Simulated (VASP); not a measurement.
# TiB2SO6 (R-3) in VASP: single point with PBE

Aim: the single point of TiB2SO6 with PBE.

All numbers are computed with VASP 6.6.1; they aren't measurements. Logs are shortened: lines on timing, memory, paths and dates and some standing lists are left out, and cuts for length are marked.

## 1. The cell of the first run

The structure is trigonal, space group R-3 (No. 148). The conventional cell has a = 4.750 Å, b = 4.750 Å, c = 15.501 Å, α = 90.00°, β = 90.00°, γ = 120.00°. S (site symmetry -3) has 18 O at 2.69 to 3.89 Å and 8 B at 3.14 to 3.63 Å and 6 Ti at 3.77 Å within 3.9 Å. Within 2.4 Å of Ti (site symmetry -3) lie 6 O at 1.82 Å. B (site symmetry 3) has 3 O at 1.30 Å within 1.7 Å. Within 1.7 Å of O (site symmetry 1) lie 1 B at 1.30 Å.

## 2. Single point, PBE

Input file POSCAR:

```
TiB2SO6
1.0
    2.3748610000      4.1133790000      0.0000000000
   -2.3748610000      4.1133790000      0.0000000000
   -2.3748610000      1.3711230000      5.1669080000
S Ti B O
1 1 2 6
Direct
    0.0000000000      0.0000000000      0.0000000000
    0.5000000000      0.0000000000      0.5000000000
    0.7658000000      0.4684000000      0.2974000000
    0.2342000000      0.5316000000      0.7026000000
    0.0767000000      0.2869000000      0.2905000000
    0.6364000000      0.7862000000      0.2905000000
    0.5774000000      0.3459000000      0.2905000000
    0.9233000000      0.7131000000      0.7095000000
    0.3636000000      0.2138000000      0.7095000000
    0.4226000000      0.6541000000      0.7095000000
```

Input file INCAR.step1:

```
SYSTEM = TiB2SO6
PREC = Accurate ; ENCUT = 520
EDIFF = 1E-6 ; ISMEAR = -1
SIGMA = 0.1 ; LREAL = .FALSE.
LASPH = .TRUE. ; NELM = 100
ALGO = Normal ; ISIF = 2
LWAVE = .FALSE. ; LCHARG = .TRUE.
LMAXMIX = 4 ; GGA = PE
NBANDS = 41
```

Input file KPOINTS.step1:

```
regular mesh
0
G
  6 6 6
  0 0 0
```

Input file INCAR.step2:

```
SYSTEM = TiB2SO6
PREC = Accurate ; ENCUT = 520
EDIFF = 1E-6 ; ISMEAR = -5
SIGMA = 0.1 ; LREAL = .FALSE.
LASPH = .TRUE. ; NELM = 100
ALGO = Normal ; ISIF = 2
LWAVE = .FALSE. ; LCHARG = .FALSE.
LMAXMIX = 4 ; GGA = PE
LORBIT = 11 ; NBANDS = 41
NEDOS = 2001 ; ICHARG = 11
```

Input file KPOINTS.step2:

```
regular mesh
0
G
  9 9 9
  0 0 0
```

Potentials or basis: VASP PAW PBE potentials, release 64 (S, Ti_sv, B, O).

Run with:

```console
$ cat potpaw_PBE.64/S/POTCAR potpaw_PBE.64/Ti_sv/POTCAR potpaw_PBE.64/B/POTCAR potpaw_PBE.64/O/POTCAR > POTCAR
$ cp INCAR.step1 INCAR
$ cp KPOINTS.step1 KPOINTS
$ mpirun -np 1 vasp_std > vasp.out
$ cp INCAR.step2 INCAR
$ cp KPOINTS.step2 KPOINTS
$ mpirun -np 1 vasp_std > vasp.out
```

OUTCAR:

```text
SYSTEM = TiB2SO6
   PREC = Accurate
   ENCUT = 520
   EDIFF = 1E-6
   ISMEAR = -5
   LREAL = .FALSE.
   LASPH = .TRUE.
   NELM = 100
   ISIF = 2
   GGA = PE
   LORBIT = 11
   ICHARG = 11

 ion  position               nearest neighbor table
   1  0.000  0.000  0.000-
   2  0.500  0.000  0.500-   5 1.82   8 1.82   6 1.82   9 1.82   7 1.82  10 1.82
   3  0.766  0.468  0.297-   7 1.30   6 1.30   5 1.30
   4  0.234  0.532  0.703-  10 1.30   9 1.30   8 1.30
   5  0.077  0.287  0.291-   3 1.30   2 1.82
   6  0.636  0.786  0.291-   3 1.30   2 1.82
   7  0.577  0.346  0.291-   3 1.30   2 1.82
   8  0.923  0.713  0.709-   4 1.30   2 1.82
   9  0.364  0.214  0.709-   4 1.30   2 1.82
  10  0.423  0.654  0.709-   4 1.30   2 1.82

  LATTYP: Found a trigonal (rhomboedric) cell.
 ALAT       =     5.8495197522
 COS(alpha) =     0.6703402210

  Lattice vectors:

 A1 = (   2.3748610000,   1.3711230000,   5.1669080000)
 A2 = (  -2.3748610000,   1.3711230000,   5.1669080000)
 A3 = (   0.0000000000,  -2.7422560000,   5.1669080000)

Analysis of symmetry for initial positions (statically):
=====================================================================
 Subroutine PRICEL returns:
 Original cell was already a primitive cell.

 Routine SETGRP: Setting up the symmetry group for a
 trigonal (rhombohedral) supercell.

 Subroutine GETGRP returns: Found  6 space group operations
 (whereof  6 operations were pure point group operations)
 out of a pool of 12 trial point group operations.

The static configuration has the point symmetry S_6 .

Analysis of symmetry for dynamics (positions and initial velocities):
=====================================================================
 Subroutine PRICEL returns:
 Original cell was already a primitive cell.

 Routine SETGRP: Setting up the symmetry group for a
 trigonal (rhombohedral) supercell.

 Subroutine GETGRP returns: Found  6 space group operations
 (whereof  6 operations were pure point group operations)
 out of a pool of 12 trial point group operations.

The dynamic configuration has the point symmetry S_6 .

[... 130 lines left out ...]
   EFERMI =   0.00;   METHOD = LEGACY
   ISMEAR =    -5;   SIGMA  =   0.10  broadening in eV -4-tet -1-fermi 0-gaus
   EFERMI_NEDOS =   21; number of points for ismear=-14 and -15
   IALGO  =     38    algorithm
   IMIX   =      4    mixing-type and parameters
     AMIX     =   0.40;   BMIX     =  1.00
     AMIX_MAG =   1.60;   BMIX_MAG =  1.00
  volume/ion in A,a.u.               =      10.09        68.12
  Fermi-wavevector in a.u.,A,eV,Ry     =   1.376447  2.601107 25.777669  1.894605
  Thomas-Fermi vector in A             =   2.501690
   LORBIT       =     11    0 simple, 1 ext, 2 COOP (PROOUT), +10 PAW based schemes
   GGA     = PE    functional components
   LHFCALC =     F    Hartree Fock is set to
   AEXX    =    0.0000 exact exchange contribution
   IVDW    =     0    specifies the selected vdW correction
   LEPSILON=     F    determine dielectric tensor
   LRPA    =     F    only Hartree local field effects (RPA)
 non-spin polarized calculation
 Fermi weights with tetrahedron method with Bloechl corrections
  energy-cutoff  :      520.00
  volume of cell :      100.95
 maximum number of plane-waves:      2735

 number of electron      59.9999995 magnetization

 Free energy of the ion-electron system (eV)
  ---------------------------------------------------
  ext. energy  EPLUGINS =         0.00000000
  ---------------------------------------------------
  free energy    TOTEN  =       -69.12379538 eV

  energy without entropy =      -69.12379538  energy(sigma->0) =      -69.12379538

 E-fermi :   3.2554     XC(G=0): -10.6439

 val. band max:        3.2707876917   @ k =  -0.2222   0.3333  -0.1111
 cond. band min:       3.2358518967   @ k =   0.3333   0.2222   0.0000
 fundamental gap:     -0.0349357950
 Fermi energy:         3.2554143989

 k-point     1 :       0.0000    0.0000    0.0000
  band No.  band energies     occupation
      1     -52.9310      2.00000
      2     -29.4416      2.00000
      3     -29.3759      2.00000
      4     -29.3759      2.00000
      5     -17.3325      2.00000
      6     -16.4069      2.00000
[... 1045 lines left out ...]
     40      13.0712      0.00000
     41      13.9083      0.00000

 [... further k-points ...]

------------------------ aborting loop because EDIFF is reached ----------------------------------------

  FORCE on cell =-STRESS in cart. coord.  units (eV):
  Direction    XX          YY          ZZ          XY          YZ          ZX
  --------------------------------------------------------------------------------------
  -------------------------------------------------------------------------------------
  Total       31.1947611     31.1947472     10.9614095      0.0000006     -0.0000071     -0.0000000
  in kB      495.1019076    495.1016879    173.9719935      0.0000099     -0.0001122     -0.0000000
  external PRESSURE =     388.0585297 kB  Pullay stress =       0.0000000 kB

 VOLUME and BASIS-vectors are now :
 -----------------------------------------------------------------------------
  energy-cutoff  :      520.00
  volume of cell :      100.95
      direct lattice vectors                 reciprocal lattice vectors
     2.374861000  4.113379000  0.000000000     0.210538638  0.121554566  0.064513194
    -2.374861000  4.113379000  0.000000000    -0.210538638  0.121554566 -0.129026153
    -2.374861000  1.371123000  5.166908000     0.000000000  0.000000000  0.193539347

 POSITION                                       TOTAL-FORCE (eV/Angst)
 -----------------------------------------------------------------------------------
      0.00000      0.00000      0.00000         0.000000      0.000000     -0.000000
      0.00000      2.74225      2.58345         0.000000      0.000000     -0.000000
     -0.00000      5.48450      1.53664         0.000000      0.000000     -0.697306
     -2.37486      4.11338      3.63027         0.000000     -0.000000      0.697306
     -1.18909      1.89394      1.50099         1.681387     -0.279315     -1.767368
     -1.04565      6.25000      1.50099        -0.598799      1.595783     -1.767368
     -0.14012      4.19619      1.50099        -1.082588     -1.316464     -1.767368
     -1.18577      7.70395      3.66592        -1.681387      0.279315      1.767368
     -1.32921      3.34788      3.66592         0.598799     -1.595783      1.767368
     -2.23474      5.40169      3.66592         1.082588      1.316464      1.767368
 -----------------------------------------------------------------------------------
    total drift:                                0.000000      0.000000      0.000000

  FREE ENERGIE OF THE ION-ELECTRON SYSTEM (eV)
  ---------------------------------------------------
  free  energy   TOTEN  =       -69.1237953811 eV

  energy  without entropy=      -69.1237953811  energy(sigma->0) =      -69.12379538

 total charge

# of ion       s       p       d       tot
------------------------------------------
    1        1.449   1.920   0.000   3.370
    2        2.294   6.484   1.998  10.776
    3        0.835   1.735   0.000   2.570
    4        0.835   1.735   0.000   2.570
    5        1.590   3.622   0.000   5.213
    6        1.590   3.622   0.000   5.213
    7        1.590   3.622   0.000   5.213
    8        1.590   3.622   0.000   5.213
    9        1.590   3.622   0.000   5.213
   10        1.590   3.622   0.000   5.213
--------------------------------------------------
tot         14.955  33.609   1.998  50.561
```

OUTCAR.step1:

```text
SYSTEM = TiB2SO6
   PREC = Accurate
   ENCUT = 520
   EDIFF = 1E-6
   ISMEAR = -1
   LREAL = .FALSE.
   LASPH = .TRUE.
[... 1308 lines left out ...]
     -1.18577      7.70395      3.66592        -1.654299      0.305082      1.768912
     -1.32921      3.34788      3.66592         0.562939     -1.585207      1.768912
     -2.23474      5.40169      3.66592         1.091360      1.280122      1.768912
 -----------------------------------------------------------------------------------
    total drift:                               -0.000000      0.000000      0.000000

  FREE ENERGIE OF THE ION-ELECTRON SYSTEM (eV)
  ---------------------------------------------------
  free  energy   TOTEN  =       -69.2564857843 eV

  energy  without entropy=      -69.0151908359  energy(sigma->0) =      -69.13583831
```

It took 11 min on 1 thread of Intel Xeon 8259CL, shared host; peak memory 0.54 GiB.

Results:

```
Valence electrons inside the program's atomic spheres : S 3.37; Ti 10.78; B 2.57; O 5.21
```

Caveat: semilocal functionals often make such compounds metallic where correlation or magnetic order opens a gap, which also shifts bond lengths.
